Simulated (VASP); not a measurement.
## Ca: single point with r2SCAN

The system is Ca.

```
CELL_PARAMETERS angstrom
-2.24000 2.17280 2.24000
2.24000 -2.17280 2.24000
2.24000 2.17280 -2.24000
ATOMIC_POSITIONS crystal
Ca 0.00000 0.00000 0.00000
```

This cell differs from its parent crystal: strain -0.0300 x Voigt [0, 1, 0, 0, 0, 0].

| Item | Value |
| --- | --- |
| Program | VASP 6.6.1 |
| Task | single point |
| Functional | r2SCAN |
| Potentials or basis | VASP PAW PBE potentials, release 64 (Ca_sv) |
| Cutoff | 550 eV |
| k mesh | 16 × 16 × 16 |
| Occupations | gaussian, width 0.15 eV |
| Spin | no spin polarisation |
| Dipole correction | no |
| Further INCAR settings | ALGO = Normal; EDIFF = 1e-06; NBANDS = 11 |

* Pressure: -0.1 GPa
* Band gap on the k mesh: zero (bands 5 and 6 overlap by 0.61 eV)

Levels at points of the mesh, in eV from the Fermi level:
```tsv
k point	band 1	band 2	band 3	band 4	band 5	band 6	band 7	band 8	band 9	band 10
(0.00, 0.00, 0.00)	-43.91	-23.95	-23.94	-23.94	-4.27	2.52	2.67	2.67	3.59	3.76
(0.50, 0.00, 0.00)	-43.90	-24.08	-23.99	-23.94	-0.82	-0.12	1.54	3.63	4.01	4.72
(0.00, 0.50, 0.00)	-43.90	-24.07	-23.99	-23.94	-0.89	-0.23	1.72	3.48	3.91	4.70
(0.50, 0.50, 0.50)	-43.89	-24.04	-24.04	-24.03	0.13	0.20	3.87	3.87	4.41	4.48
```

It took 5.9 min on 1 thread of AMD EPYC 9R14 (Zen 4) (shared host), peak memory 0.28 GiB.

Caveat: the cell differs from its parent crystal (strain -0.0300 x Voigt [0, 1, 0, 0, 0, 0]); the PAW data sets were made with another functional, which shifts forces and pressure a little.
